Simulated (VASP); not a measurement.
# In2Sb (P6_3/mmc) in VASP: further runs, part 2 of 2

VASP 6.6.1. Earlier steps stand in the parts before.

## (3) Single point, PBEsol

This run uses another cell than the first one, of 26.25 Å³/atom, 1.031 times its volume.

The input, INCAR:

```
SYSTEM = In2Sb
ALGO = Fast
EDIFF = 1E-6
ENCUT = 520
GGA = PS
ISIF = 2
ISMEAR = 0
LASPH = .True.
LCHARG = .True.
LELF = .True.
LREAL = .False.
LVHAR = .True.
LWAVE = .False.
NBANDS = 40
NELM = 80
PREC = Accurate
SIGMA = 0.1
```

The input, KPOINTS:

```
k-points
0
Gamma
  12 12 6
  0 0 0
```

The input, POSCAR:

```
In2Sb
1.0
    5.3333324091      0.0000000000      0.0000000000
   -2.6666662045      4.6188013531      0.0000000000
    0.0000000000      0.0000000000      6.3928504109
In Sb
4 2
Direct
    0.6666666667      0.3333333333      0.2500000000
    0.3333333333      0.6666666667      0.7500000000
    0.0000000000      0.0000000000      0.5000000000
    0.0000000000      0.0000000000      0.0000000000
    0.6666666667      0.3333333333      0.7500000000
    0.3333333333      0.6666666667      0.2500000000
```

Potentials or basis: VASP PAW PBE potentials, release 64 (In_d, Sb).

Run with:

```
cat potpaw_PBE.64/In_d/POTCAR potpaw_PBE.64/Sb/POTCAR > POTCAR
mpirun -np 1 vasp_std > vasp.out
```

OUTCAR:

```text
SYSTEM = In2Sb
   EDIFF = 1E-6
   ENCUT = 520
   GGA = PS
   ISIF = 2
   ISMEAR = 0
   LASPH = .True.
   LREAL = .False.
   NELM = 80
   PREC = Accurate

 ion  position               nearest neighbor table
   1  0.667  0.333  0.250-   6 3.08   6 3.08   6 3.08   5 3.20   5 3.20   3 3.47   4 3.47   3 3.47
                             4 3.47   3 3.47   4 3.47
   2  0.333  0.667  0.750-   5 3.08   5 3.08   5 3.08   6 3.20   6 3.20   3 3.47   4 3.47   4 3.47
                             3 3.47   4 3.47   3 3.47
   3  0.000  0.000  0.500-   4 3.20   4 3.20   1 3.47   5 3.47   6 3.47   2 3.47   2 3.47   6 3.47
                             1 3.47   5 3.47   1 3.47   5 3.47   2 3.47   6 3.47
   4  0.000  0.000  0.000-   3 3.20   3 3.20   1 3.47   5 3.47   6 3.47   2 3.47   2 3.47   6 3.47
                             1 3.47   5 3.47   1 3.47   5 3.47   2 3.47   6 3.47
   5  0.667  0.333  0.750-   2 3.08   2 3.08   2 3.08   1 3.20   1 3.20   3 3.47   4 3.47   3 3.47
                             4 3.47   3 3.47   4 3.47
   6  0.333  0.667  0.250-   1 3.08   1 3.08   1 3.08   2 3.20   2 3.20   3 3.47   4 3.47   4 3.47
                             3 3.47   4 3.47   3 3.47

  LATTYP: Found a hexagonal cell.
 ALAT       =     5.3333324091
 C/A-ratio  =     1.1986596598

  Lattice vectors:

 A1 = (   5.3333324091,   0.0000000000,   0.0000000000)
 A2 = (  -2.6666662045,   4.6188013531,   0.0000000000)
 A3 = (   0.0000000000,   0.0000000000,   6.3928504109)

Analysis of symmetry for initial positions (statically):
=====================================================================
 Subroutine PRICEL returns:
 Original cell was already a primitive cell.

 Routine SETGRP: Setting up the symmetry group for a
 hexagonal supercell.

 Subroutine GETGRP returns: Found 24 space group operations
 (whereof 12 operations were pure point group operations)
 out of a pool of 24 trial point group operations.

The static configuration has the point symmetry D_3d.
 The point group associated with its full space group is D_6h.

Analysis of symmetry for dynamics (positions and initial velocities):
=====================================================================
 Subroutine PRICEL returns:
 Original cell was already a primitive cell.

 Routine SETGRP: Setting up the symmetry group for a
 hexagonal supercell.

 Subroutine GETGRP returns: Found 24 space group operations
 (whereof 12 operations were pure point group operations)
 out of a pool of 24 trial point group operations.

The dynamic configuration has the point symmetry D_3d.
 The point group associated with its full space group is D_6h.

 Subroutine INISYM returns: Found 24 space group operations
 (whereof 12 operations are pure point group operations),
 and found     1 'primitive' translations

----------------------------------------------------------------------------------------

                                     Primitive cell

  volume of cell :     157.4789

  direct lattice vectors                    reciprocal lattice vectors
     5.333332409  0.000000000  0.000000000     0.187500032  0.108253194  0.000000000
    -2.666666204  4.618801353  0.000000000     0.000000000  0.216506388  0.000000000
     0.000000000  0.000000000  6.392850411     0.000000000  0.000000000  0.156424746

[... 42 lines left out ...]
 ===========================================

 Found     76 irreducible k-points:

 Following reciprocal coordinates:
            Coordinates               Weight
  0.000000  0.000000  0.000000      1.000000
  0.083333  0.000000  0.000000      6.000000
  0.166667  0.000000  0.000000      6.000000
  0.250000  0.000000  0.000000      6.000000
  0.333333 -0.000000  0.000000      6.000000
  0.416667  0.000000  0.000000      6.000000
[... 16 lines left out ...]
  0.250000  0.000000  0.166667     12.000000
  0.333333 -0.000000  0.166667     12.000000
 [... further k-points ...]
   k-points           NKPTS =     76   k-points in BZ     NKDIM =     76   number of bands    NBANDS=     40
   number of dos      NEDOS =    301   number of ions     NIONS =      6
   total plane-waves  NPLWV =  76800
   dimension x,y,z NGX =    40 NGY =   40 NGZ =   48
   dimension x,y,z NGXF=    80 NGYF=   80 NGZF=   96
   ions per type =               4   2
   NGX,Y,Z   is equivalent  to a cutoff of  12.47, 12.47, 12.48 a.u.
   NGXF,Y,Z  is equivalent  to a cutoff of  24.94, 24.94, 24.96 a.u.
 SYSTEM =  In2Sb
   PREC   = accura    normal or accurate (medium, high low for compatibility)
   ISTART =      0    job   : 0-new  1-cont  2-samecut
   ICHARG =      2    charge: 1-file 2-atom 10-const
   ISPIN  =      1    spin polarized calculation?
   LNONCOLLINEAR =      F non collinear calculations
   LSORBIT =      F    spin-orbit coupling
   LASPH  =      T    aspherical Exc in radial PAW
   ENCUT  =  520.0 eV  38.22 Ry    6.18 a.u.   9.92  9.92 11.89*2*pi/ulx,y,z
   NELM   =     80;   NELMIN=  2; NELMDL= -5     # of ELM steps
   EDIFF  = 0.1E-05   stopping-criterion for ELM
   LREAL  =      F    real-space projection
   EDIFFG = 0.1E-04   stopping-criterion for IOM
   NSW    =      0    number of steps for IOM
   IBRION =     -1    ionic relax: 0-MD 1-quasi-New 2-CG
   NFREE  =      0    steps in history (QN), initial steepest desc. (CG)
   ISIF   =      2    stress and relaxation
   ISYM   =      2    0-nonsym 1-usesym 2-fastsym
   POTIM  = 0.5000    time-step for ionic-motion
   TEBEG  =    0.0;   TEEND  =   0.0 temperature during run
   PSTRESS=    0.0 pullay stress
   NELECT =      62.0000    total number of electrons
   NUPDOWN=      -1.0000    fix difference up-down
   EMIN   =  10.00;   EMAX   =-10.00  energy-range for DOS
   EFERMI =   0.00;   METHOD = LEGACY
   ISMEAR =     0;   SIGMA  =   0.10  broadening in eV -4-tet -1-fermi 0-gaus
   EFERMI_NEDOS =   21; number of points for ismear=-14 and -15
   IALGO  =     68    algorithm
   IMIX   =      4    mixing-type and parameters
     AMIX     =   0.40;   BMIX     =  1.00
     AMIX_MAG =   1.60;   BMIX_MAG =  1.00
  volume/ion in A,a.u.               =      26.25       177.12
  Fermi-wavevector in a.u.,A,eV,Ry     =   1.199862  2.267410 19.587878  1.439668
  Thomas-Fermi vector in A             =   2.335713
   LORBIT       =      0    0 simple, 1 ext, 2 COOP (PROOUT), +10 PAW based schemes
   GGA     = PS    functional components
   LHFCALC =     F    Hartree Fock is set to
   AEXX    =    0.0000 exact exchange contribution
   IVDW    =     0    specifies the selected vdW correction
   LEPSILON=     F    determine dielectric tensor
   LRPA    =     F    only Hartree local field effects (RPA)
 non-spin polarized calculation
 RMM-DIIS sequential band-by-band and
 Gauss-broadening in eV      SIGMA  =   0.10
  energy-cutoff  :      520.00
  volume of cell :      157.48
 maximum number of plane-waves:      4278
 NGX is ok and might be reduce to    40
   NGX = 19   NGY = 19   NGZ = 23

 number of electron      62.0000015 magnetization

 Free energy of the ion-electron system (eV)
  ---------------------------------------------------
  ext. energy  EPLUGINS =         0.00000000
  ---------------------------------------------------
  free energy    TOTEN  =       -21.10251478 eV

  energy without entropy =      -21.08920408  energy(sigma->0) =      -21.09585943

 E-fermi :   7.7203     XC(G=0): -10.3908

 val. band max:        7.7044616677   @ k =   0.0833   0.0833   0.1667
 cond. band min:       7.7324545356   @ k =   0.1667   0.0000   0.0000
 fundamental gap:      0.0279928679
 Fermi energy:         7.7202528751

 k-point     1 :       0.0000    0.0000    0.0000
  band No.  band energies     occupation
      1      -6.9804      2.00000
      2      -6.9365      2.00000
      3      -6.9365      2.00000
      4      -6.8690      2.00000
      5      -6.8690      2.00000
      6      -6.8322      2.00000
[... 1021 lines left out ...]
     39      12.2528      0.00000
     40      12.7110      0.00000

 [... further k-points ...]
[... 5 lines left out ...]
  --------------------------------------------------------------------------------------
  -------------------------------------------------------------------------------------
  Total       -0.0270082     -0.0270082     -0.0445990     -0.0000000      0.0000000     -0.0000000
  in kB       -0.2747790     -0.2747790     -0.4537460     -0.0000000      0.0000000     -0.0000000
  external PRESSURE =      -0.3344347 kB  Pullay stress =       0.0000000 kB

 VOLUME and BASIS-vectors are now :
 -----------------------------------------------------------------------------
  energy-cutoff  :      520.00
  volume of cell :      157.48
      direct lattice vectors                 reciprocal lattice vectors
     5.333332409  0.000000000  0.000000000     0.187500032  0.108253194  0.000000000
    -2.666666204  4.618801353  0.000000000     0.000000000  0.216506388  0.000000000
     0.000000000  0.000000000  6.392850411     0.000000000  0.000000000  0.156424746

 POSITION                                       TOTAL-FORCE (eV/Angst)
 -----------------------------------------------------------------------------------
      2.66667      1.53960      1.59821        -0.000000     -0.000000      0.000000
     -0.00000      3.07920      4.79464         0.000000      0.000000      0.000000
      0.00000      0.00000      3.19643        -0.000000      0.000000      0.000000
      0.00000      0.00000      0.00000        -0.000000      0.000000      0.000000
      2.66667      1.53960      4.79464         0.000000     -0.000000      0.000000
     -0.00000      3.07920      1.59821        -0.000000      0.000000      0.000000
 -----------------------------------------------------------------------------------
    total drift:                                0.000000     -0.000000      0.000000

  FREE ENERGIE OF THE ION-ELECTRON SYSTEM (eV)
  ---------------------------------------------------
  free  energy   TOTEN  =       -21.1025147847 eV

  energy  without entropy=      -21.0892040771  energy(sigma->0) =      -21.09585943
```

Run time: 12 min. Hardware: 1 thread of Intel Xeon Platinum 8375C at 2.90GHz (Ice Lake), shared host; peak memory 0.52 GiB.

What came out:

```
Free energy            : -21.1025 eV
Pressure               : 0.0 GPa
Band gap on the k mesh : zero (band 31 reaches 9.15 eV, above the bottom of band 32 at 6.84 eV)
```

Levels at points of the mesh, in eV from the Fermi level:
```
           k point  band 29  band 30  band 31  band 32  band 33  band 34
(0.00, 0.00, 0.00)    -1.98    -1.28    -0.73    -0.27    -0.27     0.27
(0.50, 0.00, 0.00)    -1.61    -1.56    -1.25     1.37     1.61     2.22
(0.00, 0.00, 0.50)    -1.99    -1.99    -0.88    -0.88    -0.41    -0.41
(0.50, 0.00, 0.50)    -0.29    -0.29     0.80     0.80     2.72     2.72
```

Caveat: the PAW data sets were made with another functional, which shifts forces and pressure a little; spin-orbit coupling is left out, which moves the levels of the heavy elements.

## (4) Single point, PBEsol

This run uses another cell than the first one, of 28.08 Å³/atom, 1.103 times its volume.

The input, INCAR:

```
PREC = Accurate
ENCUT = 520
EDIFF = 1E-7
ISMEAR = 0
SIGMA = 0.1
LREAL = False
LASPH = True
NELM = 100
ALGO = Fast
ISIF = 2
LWAVE = False
LCHARG = True
GGA = PS
LELF = True
LVHAR = True
NBANDS = 40
```

The input, KPOINTS:

```
Automatic mesh
0
Gamma
  12 12 6
```

The input, POSCAR:

```
In2Sb
1.0
    5.3799042018      0.0000000000      0.0000000000
   -2.6899521009      4.6591337087      0.0000000000
    0.0000000000      0.0000000000      6.7225520000
In Sb
4 2
Direct
    0.6666666700      0.3333333300      0.2500000000
    0.3333333300      0.6666666700      0.7500000000
    0.0000000000      0.0000000000      0.5000000000
    0.0000000000      0.0000000000      0.0000000000
    0.6666666700      0.3333333300      0.7500000000
    0.3333333300      0.6666666700      0.2500000000
```

Run with:

```
cat potpaw_PBE.64/In_d/POTCAR potpaw_PBE.64/Sb/POTCAR > POTCAR
mpirun -np 1 vasp_std > vasp.out
```

Run time: 13 min. Hardware: 1 thread of Intel Xeon Platinum 8375C at 2.90GHz (Ice Lake), shared host; peak memory 0.54 GiB.

The run converged. Its results:

```yaml
Free_energy: -20.9843 eV
Pressure: -2.6 GPa
Band_gap_on_the_k_mesh: zero (band 31 reaches 8.01 eV, above the bottom of band 32 at 5.94 eV)
```

Stress tensor (GPa, compression positive):
```
-2.09  0.00  0.00
 0.00 -2.09  0.00
 0.00  0.00 -3.53
```

Levels at points of the mesh, in eV from the Fermi level:
```tsv
k point	band 27	band 28	band 29	band 30	band 31	band 32	band 33	band 34	band 35	band 36
(0.00, 0.00, 0.00)	-2.40	-1.78	-1.78	-1.55	-0.51	-0.32	-0.32	0.09	0.59	2.13
(0.50, 0.00, 0.00)	-3.87	-3.58	-1.66	-1.62	-1.16	1.31	1.61	2.32	3.41	3.60
(0.00, 0.00, 0.50)	-1.88	-1.88	-1.88	-1.88	-1.05	-1.05	-0.24	-0.24	-0.24	-0.24
(0.50, 0.00, 0.50)	-3.11	-3.11	-0.65	-0.65	0.47	0.47	2.39	2.39	2.96	2.96
```

Caveat: the PAW data sets were made with another functional, which shifts forces and pressure a little; spin-orbit coupling is left out, which moves the levels of the heavy elements.

## (5) Single point, PBEsol+D3(BJ)

This run uses another cell than the first one, of 28.08 Å³/atom, 1.103 times its volume.

The input, INCAR:

```
SYSTEM = In2Sb
  PREC = Accurate
  ENCUT = 520
  EDIFF = 1E-6
  ISMEAR = 0
  SIGMA = 0.1
  LREAL = .False.
  LASPH = .True.
  NELM = 60
  ALGO = Fast
  ISIF = 2
  LWAVE = .False.
  LCHARG = .False.
  GGA = PS
  IVDW = 12
  NBANDS = 40
```

The input, KPOINTS:

```
Automatic mesh
0
Gamma
  12 12 6
  0 0 0
```

The input, POSCAR:

```
In2Sb
1.0
    5.3799042018      0.0000000000      0.0000000000
   -2.6899521009      4.6591337087      0.0000000000
    0.0000000000      0.0000000000      6.7225520000
In Sb
4 2
Direct
    0.6666666667      0.3333333333      0.2500000000
    0.3333333333      0.6666666667      0.7500000000
    0.0000000000      0.0000000000      0.5000000000
    0.0000000000      0.0000000000      0.0000000000
    0.6666666667      0.3333333333      0.7500000000
    0.3333333333      0.6666666667      0.2500000000
```

Run with:

```
cat potpaw_PBE.64/In_d/POTCAR potpaw_PBE.64/Sb/POTCAR > POTCAR
mpirun -np 1 vasp_std > vasp.out
```

It used 1800 s of CPU time on 1 thread of AMD EPYC 7R13 Processor (Zen 3), with other jobs on the host.

The run converged. Its results:

| Property | Result |
| --- | --- |
| Free energy | -23.2693 eV |
| Pressure | -4.9 GPa |
| Band gap on the k mesh | zero (band 31 reaches 8.01 eV, above the bottom of band 32 at 5.94 eV) |
| Dispersion energy per atom | -0.381 eV |

Stress tensor (GPa, compression positive):
```
-4.39  0.00  0.00
 0.00 -4.39  0.00
 0.00  0.00 -5.81
```

Levels at points of the mesh, in eV from the Fermi level:
| k point | band 28 | band 29 | band 30 | band 31 | band 32 | band 33 | band 34 | band 35 |
| --- | --- | --- | --- | --- | --- | --- | --- | --- |
| (0.00, 0.00, 0.00) | -1.78 | -1.78 | -1.55 | -0.51 | -0.32 | -0.32 | 0.09 | 0.59 |
| (0.50, 0.00, 0.00) | -3.58 | -1.66 | -1.62 | -1.16 | 1.31 | 1.61 | 2.32 | 3.41 |
| (0.00, 0.00, 0.50) | -1.88 | -1.88 | -1.88 | -1.05 | -1.05 | -0.24 | -0.24 | -0.24 |
| (0.50, 0.00, 0.50) | -3.11 | -0.65 | -0.65 | 0.47 | 0.47 | 2.39 | 2.39 | 2.96 |

Caveat: three body term missing; the PAW data sets were made with another functional, which shifts forces and pressure a little; spin-orbit coupling is left out, which moves the levels of the heavy elements; pairwise dispersion overbinds metals, which lowers pressure and volume.

## (6) Overview

```tsv
level	cell	further INCAR settings	gap on the mesh (eV)	pressure (GPa)
PBEsol+D4	a = 5.283, b = 5.283, c = 6.321 Å, angles 90.0, 90.0, 120.0°, 6 atoms	ALGO = Fast; EDIFF = 1e-06; NBANDS = 40	none	0.0
PBEsol	a = 5.333, b = 5.333, c = 6.393 Å, angles 90.0, 90.0, 120.0°, 6 atoms	ALGO = Fast; EDIFF = 1e-06; NBANDS = 40	none	0.0
PBEsol	a = 5.380, b = 5.380, c = 6.723 Å, angles 90.0, 90.0, 120.0°, 6 atoms	ALGO = Fast; EDIFF = 1e-07; NBANDS = 40	none	-2.6
PBEsol+D3(BJ)	a = 5.380, b = 5.380, c = 6.723 Å, angles 90.0, 90.0, 120.0°, 6 atoms	ALGO = Fast; EDIFF = 1e-06; NBANDS = 40	none	-4.9
```

Alike in all rows: task single point; potentials or basis VASP PAW PBE potentials, release 64 (In_d, Sb); no spin polarisation; k mesh 12 × 12 × 6; cutoff (eV) 520; smearing gaussian 0.1 eV.

Caveats: the PAW data sets were made with another functional, which shifts forces and pressure a little; spin-orbit coupling is left out, which moves the levels of the heavy elements; pairwise dispersion overbinds metals, which lowers pressure and volume (some runs); three body term missing (some runs).

Absolute energies hang on the potentials; compare differences alone.
